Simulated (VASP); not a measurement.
# CdS in VASP: further runs

Runs on CdS. Level: PBEsol. Tasks: single point.

All numbers are computed with VASP 6.6.1; they aren't measurements. Logs are shortened: lines on timing, memory, paths and dates and some standing lists are left out, and cuts for length are marked.

### 1 The cell of the first run

It takes space group I-4m2 (No. 119, tetragonal). The conventional cell has a = 4.160 Å, b = 4.160 Å, c = 5.737 Å, α = 90.00°, β = 90.00°, γ = 90.00°. Cd (site symmetry -4m2) has 4 S at 2.53 Å within 3.3 Å. S (site symmetry -4m2) has 4 Cd at 2.53 Å within 3.3 Å.

### 2 Single point, PBEsol, non-collinear spin, zero start, spin-orbit coupling (film at in-plane strain +0.01)

INCAR

```
SYSTEM = CdS
PREC = Accurate
ENCUT = 520
EDIFF = 1E-7
ISMEAR = 0
SIGMA = 0.01
LREAL = .FALSE.
LASPH = .TRUE.
NELM = 150
ALGO = Normal
ISIF = 2
LWAVE = .FALSE.
LCHARG = .FALSE.
LNONCOLLINEAR = .TRUE.
MAGMOM = 0 0 0 0 0 0
LORBIT = 11
LSORBIT = .TRUE.
GGA_COMPAT = .FALSE.
LORBMOM = .TRUE.
GGA = PS
NBANDS = 30
```

KPOINTS

```
Automatic mesh
0
G
  8 8 8
  0 0 0
```

POSCAR

```
CdS
1.0
    2.9414089236      2.9414089236      0.0000000000
   -2.9414089236      2.9414089236      0.0000000000
    0.0000000000      2.9414089236      2.8684034433
Cd S
1 1
Direct
    0.0000000000      0.0000000000      0.0000000000
    0.7500000000      0.2500000000      0.5000000000
```

Potentials or basis: VASP PAW PBE potentials, release 64 (Cd, S).

Started as:

```console
cat potpaw_PBE.64/Cd/POTCAR potpaw_PBE.64/S/POTCAR > POTCAR
mpirun -np 1 vasp_ncl > vasp.out
```

OUTCAR:

```text
SYSTEM = CdS
   PREC = Accurate
   ENCUT = 520
   EDIFF = 1E-7
   ISMEAR = 0
   LREAL = .FALSE.
   LASPH = .TRUE.
   NELM = 150
   ISIF = 2
   LNONCOLLINEAR = .TRUE.
   LORBIT = 11
   LSORBIT = .TRUE.
   GGA = PS

 ion  position               nearest neighbor table
   1  0.000  0.000  0.000-   2 2.53   2 2.53   2 2.53   2 2.53
   2  0.750  0.250  0.500-   1 2.53   1 2.53   1 2.53   1 2.53

  LATTYP: Found a body centered tetragonal cell.
 ALAT       =     4.1597803922
 C/A-ratio  =     1.3791129208

  Lattice vectors:

 A1 = (   2.9414089236,   0.0000000000,  -2.8684034433)
 A2 = (  -2.9414089236,   0.0000000000,  -2.8684034433)
 A3 = (   0.0000000000,   2.9414089236,   2.8684034433)

Analysis of symmetry for initial positions (statically):
=====================================================================
 Subroutine PRICEL returns:
 Original cell was already a primitive cell.

 Routine SETGRP: Setting up the symmetry group for a
 body centered tetragonal supercell.

 Subroutine GETGRP returns: Found  8 space group operations
 (whereof  8 operations were pure point group operations)
 out of a pool of 16 trial point group operations.

The static configuration has the point symmetry D_2d.

Analysis of symmetry for dynamics (positions and initial velocities):
=====================================================================
 Subroutine PRICEL returns:
 Original cell was already a primitive cell.

 Routine SETGRP: Setting up the symmetry group for a
 body centered tetragonal supercell.

 Subroutine GETGRP returns: Found  8 space group operations
 (whereof  8 operations were pure point group operations)
 out of a pool of 16 trial point group operations.

The dynamic configuration has the point symmetry D_2d.

Analysis of structural, dynamic, and magnetic symmetry:
=====================================================================
 Subroutine PRICEL returns:
 Original cell was already a primitive cell.

 Routine SETGRP: Setting up the symmetry group for a
 body centered tetragonal supercell.

 Subroutine GETGRP returns: Found  8 space group operations
 (whereof  8 operations were pure point group operations)
 out of a pool of 16 trial point group operations.

The overall configuration has the point symmetry D_2d.

 Subroutine INISYM returns: Found  8 space group operations
 (whereof  8 operations are pure point group operations),
 and found     1 'primitive' translations

----------------------------------------------------------------------------------------

                                     Primitive cell

  volume of cell :      49.6342

  direct lattice vectors                    reciprocal lattice vectors
     2.941408924  2.941408924  0.000000000     0.169986565  0.169986565 -0.174312997
    -2.941408924  2.941408924  0.000000000    -0.169986565  0.169986565 -0.174312997
     0.000000000  2.941408924  2.868403443     0.000000000  0.000000000  0.348625993

  length of vectors
     4.159780392  4.159780392  4.108482052     0.296944247  0.296944247  0.348625993

  position of ions in fractional coordinates (direct lattice)
     0.000000000  0.000000000  0.000000000
     0.750000000  0.250000000  0.500000000

  ion indices of the primitive-cell ions
   primitive index   ion index
                 1           1
                 2           2

----------------------------------------------------------------------------------------

 KPOINTS: Automatic mesh

Automatic generation of k-mesh.
 Grid dimensions read from file:
 generate k-points for:    8    8    8

 Generating k-lattice:

  Cartesian coordinates                     Fractional coordinates (reciprocal lattice)
     0.021248321  0.021248321 -0.021789125     0.125000000  0.000000000  0.000000000
    -0.021248321  0.021248321 -0.021789125     0.000000000  0.125000000  0.000000000
[... 98 lines left out ...]

 number of electron      18.0000005 magnetization      -0.0000000     -0.0000000     -0.0000000

 number of electron      18.0000005 magnetization      -0.0000000      0.0000000     -0.0000000

 Free energy of the ion-electron system (eV)
  ---------------------------------------------------
  ext. energy  EPLUGINS =         0.00000000
  ---------------------------------------------------
  free energy    TOTEN  =        -6.84208754 eV

  energy without entropy =       -6.84208754  energy(sigma->0) =       -6.84208754

 E-fermi :   1.3578     XC(G=0):  -9.3771

 val. band max:        1.2597250540   @ k =   0.0000   0.0000   0.0000
 cond. band min:       2.2135902503   @ k =   0.0000   0.0000   0.0000
 fundamental gap:      0.9538651963
 Fermi energy:         1.3578065353

 k-point     1 :       0.0000    0.0000    0.0000
  band No.  band energies     occupation
      1     -11.1743      1.00000
      2     -11.1743      1.00000
      3      -6.7812      1.00000
      4      -6.7812      1.00000
      5      -6.7749      1.00000
      6      -6.7749      1.00000
[... 781 lines left out ...]
     29      13.8029      0.00000
     30      13.8132      0.00000

 [... further k-points ...]

------------------------ aborting loop because EDIFF is reached ----------------------------------------

  FORCE on cell =-STRESS in cart. coord.  units (eV):
  Direction    XX          YY          ZZ          XY          YZ          ZX
  --------------------------------------------------------------------------------------
  -------------------------------------------------------------------------------------
  Total       -0.0342731     -0.0342731      0.1085663      0.0000000      0.0000000      0.0000000
  in kB       -1.1063244     -1.1063244      3.5044891      0.0000000      0.0000000      0.0000000
  external PRESSURE =       0.4306135 kB  Pullay stress =       0.0000000 kB

 VOLUME and BASIS-vectors are now :
 -----------------------------------------------------------------------------
  energy-cutoff  :      520.00
  volume of cell :       49.63
      direct lattice vectors                 reciprocal lattice vectors
     2.941408924  2.941408924  0.000000000     0.169986565  0.169986565 -0.174312997
    -2.941408924  2.941408924  0.000000000    -0.169986565  0.169986565 -0.174312997
     0.000000000  2.941408924  2.868403443     0.000000000  0.000000000  0.348625993

 POSITION                                       TOTAL-FORCE (eV/Angst)
 -----------------------------------------------------------------------------------
      0.00000      0.00000      0.00000         0.000000      0.000000      0.000000
      1.47070      4.41211      1.43420        -0.000000     -0.000000      0.000000
 -----------------------------------------------------------------------------------
    total drift:                                0.000000     -0.000000      0.000000

  FREE ENERGIE OF THE ION-ELECTRON SYSTEM (eV)
  ---------------------------------------------------
  free  energy   TOTEN  =        -6.8420875414 eV

  energy  without entropy=       -6.8420875414  energy(sigma->0) =       -6.84208754

 orbital moment (x)

 # of ion     p       d       tot
 ----------------------------------------
  1        -0.000   0.000   0.000
  2        -0.000   0.000  -0.000
 ----------------------------------------
           -0.000   0.000   0.000

 orbital moment (y)

 # of ion     p       d       tot
 ----------------------------------------
  1        -0.000   0.000   0.000
  2         0.000   0.000   0.000
 ----------------------------------------
            0.000   0.000   0.000

 orbital moment (z)

 # of ion     p       d       tot
 ----------------------------------------
  1         0.000   0.000   0.000
  2         0.000   0.000   0.000
 ----------------------------------------
            0.000   0.000   0.000

 Spin-Orbit-Coupling matrix elements

 Ion:    1  E_soc:     -0.0575357
 l=   1
     0.0000000    -0.0025262    -0.0025445
    -0.0025262     0.0000000    -0.0025262
    -0.0025445    -0.0025262     0.0000000
 l=   2
     0.0000000    -0.0014405     0.0000000    -0.0014405    -0.0056163
    -0.0014405     0.0000000    -0.0042126    -0.0014391    -0.0014047
     0.0000000    -0.0042126     0.0000000    -0.0042126     0.0000000
    -0.0014405    -0.0014391    -0.0042126     0.0000000    -0.0014047
    -0.0056163    -0.0014047     0.0000000    -0.0014047     0.0000000
 l=   3
     0.0000000     0.0000000     0.0000000     0.0000000     0.0000000     0.0000000     0.0000000
     0.0000000     0.0000000     0.0000000     0.0000000     0.0000000     0.0000000     0.0000000
     0.0000000     0.0000000     0.0000000     0.0000000     0.0000000     0.0000000     0.0000000
     0.0000000     0.0000000     0.0000000     0.0000000     0.0000000     0.0000000     0.0000000
     0.0000000     0.0000000     0.0000000     0.0000000     0.0000000     0.0000000     0.0000000
     0.0000000     0.0000000     0.0000000     0.0000000     0.0000000     0.0000000     0.0000000
     0.0000000     0.0000000     0.0000000     0.0000000     0.0000000     0.0000000     0.0000000

 Ion:    2  E_soc:     -0.0021378
 l=   1
     0.0000000    -0.0003570    -0.0003548
    -0.0003570     0.0000000    -0.0003570
    -0.0003548    -0.0003570     0.0000000
 l=   2
     0.0000000     0.0000000     0.0000000     0.0000000     0.0000000
     0.0000000     0.0000000     0.0000000     0.0000000     0.0000000
     0.0000000     0.0000000     0.0000000     0.0000000     0.0000000
     0.0000000     0.0000000     0.0000000     0.0000000     0.0000000
     0.0000000     0.0000000     0.0000000     0.0000000     0.0000000
 l=   3
     0.0000000     0.0000000     0.0000000     0.0000000     0.0000000     0.0000000     0.0000000
     0.0000000     0.0000000     0.0000000     0.0000000     0.0000000     0.0000000     0.0000000
     0.0000000     0.0000000     0.0000000     0.0000000     0.0000000     0.0000000     0.0000000
     0.0000000     0.0000000     0.0000000     0.0000000     0.0000000     0.0000000     0.0000000
     0.0000000     0.0000000     0.0000000     0.0000000     0.0000000     0.0000000     0.0000000
     0.0000000     0.0000000     0.0000000     0.0000000     0.0000000     0.0000000     0.0000000
     0.0000000     0.0000000     0.0000000     0.0000000     0.0000000     0.0000000     0.0000000

 total charge

# of ion       s       p       d       tot
------------------------------------------
    1        0.431   0.332   9.560  10.323
    2        1.318   2.374   0.000   3.692
--------------------------------------------------
tot          1.749   2.706   9.560  14.015

 magnetization (x)

# of ion       s       p       d       tot
------------------------------------------
    1       -0.000   0.000   0.000   0.000
    2       -0.000   0.000   0.000  -0.000
--------------------------------------------------
tot         -0.000   0.000   0.000  -0.000

 magnetization (y)

# of ion       s       p       d       tot
------------------------------------------
    1        0.000   0.000   0.000   0.000
    2        0.000   0.000   0.000   0.000
--------------------------------------------------
tot          0.000   0.000   0.000   0.000

 magnetization (z)

# of ion       s       p       d       tot
------------------------------------------
    1       -0.000  -0.000  -0.000  -0.000
    2       -0.000  -0.000   0.000  -0.000
--------------------------------------------------
tot         -0.000  -0.000  -0.000  -0.000
```

Wall time 2.3 min (1 thread of Intel Xeon 6975P-C (Granite Rapids), shared host); peak memory 0.41 GiB.

What came out:

| Property | Result |
| --- | --- |
| Free energy | -6.8421 eV |
| Pressure | 0.0 GPa |
| Net moment | 0.00 μB per cell |
| Valence electrons inside the program's atomic spheres | Cd 10.32; S 3.69 |

Stress tensor (GPa, compression positive):
```
-0.11  0.00  0.00
 0.00 -0.11  0.00
 0.00  0.00  0.35
```

Moments on the atoms (μB; x, y, z):
```
Cd  0.00 0.00 0.00
S   0.00 0.00 0.00
```

Caveat: the cell differs from its parent crystal (film at in-plane strain +0.01); the PAW data sets were made with another functional, which shifts forces and pressure a little.

### 3 Single point, PBEsol

This run uses another cell than the first one, of 24.70 Å³/atom.

INCAR

```
  PREC = Accurate
  ENCUT = 520
  EDIFF = 1E-6
  ISMEAR = -1
  SIGMA = 0.1
  LREAL = False
  LASPH = True
  NELM = 80
  ALGO = Normal
  ISIF = 2
  LWAVE = False
  LCHARG = False
  GGA = PS
  NBANDS = 16
```

KPOINTS

```
Automatic mesh
0
Gamma
  12 12 12
```

POSCAR

```
CdS
1.0
    2.9122860629      2.9122860629      0.0000000000
   -2.9122860629      2.9122860629      0.0000000000
    0.0000000000      2.9122860629      2.9122860629
Cd S
1 1
Direct
    0.0000000000      0.0000000000      0.0000000000
    0.7500000000      0.2500000000      0.5000000000
```

Potentials or basis: VASP PAW PBE potentials, release 64 (Cd, S).

Started as:

```console
cat potpaw_PBE.64/Cd/POTCAR potpaw_PBE.64/S/POTCAR > POTCAR
mpirun -np 1 vasp_std > vasp.out
```

Run time: 16 s. Hardware: 1 thread of Intel Xeon 6975P-C (Granite Rapids), shared host; peak memory 0.21 GiB.

Results (log left out):

```
Free energy            : -6.8135 eV
Pressure               : 0.4 GPa
Band gap on the k mesh : 1.02 eV
```

Levels at points of the mesh, in eV from the valence-band top:
| k point | band 5 | band 6 | band 7 | band 8 | band 9 | band 10 | band 11 | band 12 | band 13 | band 14 |
| --- | --- | --- | --- | --- | --- | --- | --- | --- | --- | --- |
| (0.00, 0.00, 0.00) | -7.25 | -7.25 | 0.00 | 0.00 | 0.00 | 1.02 | 6.44 | 6.44 | 6.44 | 11.23 |
| (0.50, 0.00, 0.00) | -7.21 | -6.87 | -4.51 | -0.77 | -0.77 | 2.90 | 6.91 | 6.91 | 7.34 | 10.89 |
| (0.50, 0.50, 0.00) | -7.16 | -6.80 | -4.03 | -1.93 | -1.93 | 3.38 | 4.26 | 9.10 | 10.70 | 10.70 |

Caveat: the PAW data sets were made with another functional, which shifts forces and pressure a little.
